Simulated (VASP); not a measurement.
Runs of VASP 6.6.1 on AlRu. The structure is that of space group Pm-3m (No. 221), or close to it. The cells are those of the table. 

```csv
task,cell,cutoff (eV),gap on the mesh (eV),pressure (GPa)
single point,"a = 2.947 Å, 2 atoms",520,none,7.1
single point,"a = 2.968 Å, 2 atoms",520,none,2.1
single point,"a = 2.959 Å, 2 atoms",520,none,4.1
relaxation of cell and atoms,"relaxed to 7 GPa from a = 2.977 Å, 2 atoms",600,none,7.0
single point,"a = 2.936 Å, 2 atoms",520,none,(b)
single point,"a = 2.972 Å, 2 atoms",520,none,1.1
relaxation of cell and atoms,"relaxed to 4 GPa from a = 2.977 Å, 2 atoms",600,none,4.0
single point,"a = 2.977 Å, 2 atoms",520,none,(a)
relaxation of cell and atoms,"relaxed to 1 GPa from a = 2.977 Å, 2 atoms",600,none,1.0
single point,"a = 2.918 Å, 2 atoms",520,none,15.1
```

Alike in all rows: level PBEsol; potentials or basis VASP PAW PBE potentials, release 64 (Al, Ru_pv); no spin polarisation; k mesh 16 × 16 × 16; smearing fermi-dirac 0.08 eV.

Question: Estimate the missing entries.

Answer: (a) 0.0; (b) 10.1.

Caveats: the PAW data sets were made with another functional, which shifts forces and pressure a little; the cell stands under pressure (at least some runs); the cell is relaxed towards a set pressure, so the run minimises the enthalpy, not the energy (at least some runs).

A k mesh can miss the band edges, and the runs leave out spin-orbit coupling on Ru.

A gap of «none» marks levels without a gap at the run's occupations.
